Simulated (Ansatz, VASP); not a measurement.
NiGe3: VASP beside Ansatz

```xyz
4
Lattice="3.8246 0.0000 0.0000 0.0000 3.8246 0.0000 0.0000 0.0000 3.8246" Properties=species:S:1:pos:R:3 pbc="T T T"
Ge    0.0000    1.9123    1.9123
Ge    1.9123    0.0000    1.9123
Ge    1.9123    1.9123    0.0000
Ni    0.0000    0.0000    0.0000
```

Alike in both runs: task relaxation of cell and atoms; functional PBE; k mesh 6 × 6 × 6; occupations gaussian, width 0.1 eV; no spin polarisation.

|  | VASP | Ansatz |
| --- | --- | --- |
| version | VASP 6.6.1 | Ansatz 0.2.0 |
| potentials or method | VASP PAW PBE potentials, release 64 (Ge_d, Ni), cutoff 600 eV | scalar-relativistic, plane waves, PAW |
| valence electrons in the cell | 52 | 60 |

Ansatz gave:

```
gap on the k mesh at the Fermi level, each at its own relaxed structure (eV) : none
relaxed volume (Å³/atom)                                                     : 16.39
relaxed cell length with the largest relative difference (Å)                 : 4.033
```

**Question.** What did VASP give for the same quantities?

**Answer.** gap on the k mesh at the Fermi level, each at its own relaxed structure (eV): none; relaxed volume (Å³/atom): 16.48; relaxed cell length with the largest relative difference (Å): 4.040.

A gap of «none» marks a metal or a gap that the smearing closes. VASP's potentials hold 52 valence electrons a cell and Ansatz's 60, so a difference there can come from the potentials and not from the codes.

Noted on VASP's run: the volume moved by over 15 % at a fixed basis, so the end points are rough.
